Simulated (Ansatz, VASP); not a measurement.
## Two plane-wave programs on SiSe2

```
Si Se
1.0
    -3.35041    5.59634    2.96647
     3.35041   -5.59634    2.96647
     3.35041    5.59634   -2.96647
Si Se
2 4
Direct
  0.25000 0.25000 0.00000
  0.75000 0.75000 0.00000
  0.11013 0.81249 0.92263
  0.88987 0.18751 0.07737
  0.61013 0.68751 0.29764
  0.38987 0.31249 0.70236
```

Alike in both runs: task relaxation of cell and atoms; functional PBE; k mesh 6 × 6 × 6; occupations gaussian, width 0.05 eV; no spin polarisation.

```csv
,VASP,Ansatz
version,VASP 6.6.1,Ansatz 0.2.0
potentials or method,"VASP PAW PBE potentials, release 64 (Si, Se), cutoff 500 eV","scalar-relativistic, plane waves, PAW"
valence electrons in the cell,32,72
```

```csv
,VASP,Ansatz,Ansatz less VASP
"gap on the k mesh at the Fermi level, each at its own relaxed structure (eV)",2.26,2.26,+0.001
relaxed volume (Å³/atom),37.12,37.08,-0.039
relaxed length of the cell vector where the two differ most in proportion (Å),7.168,7.165,-0.0026
```

VASP's potentials hold 32 valence electrons a cell and Ansatz's 72, so a difference there can come from the potentials and not from the codes.
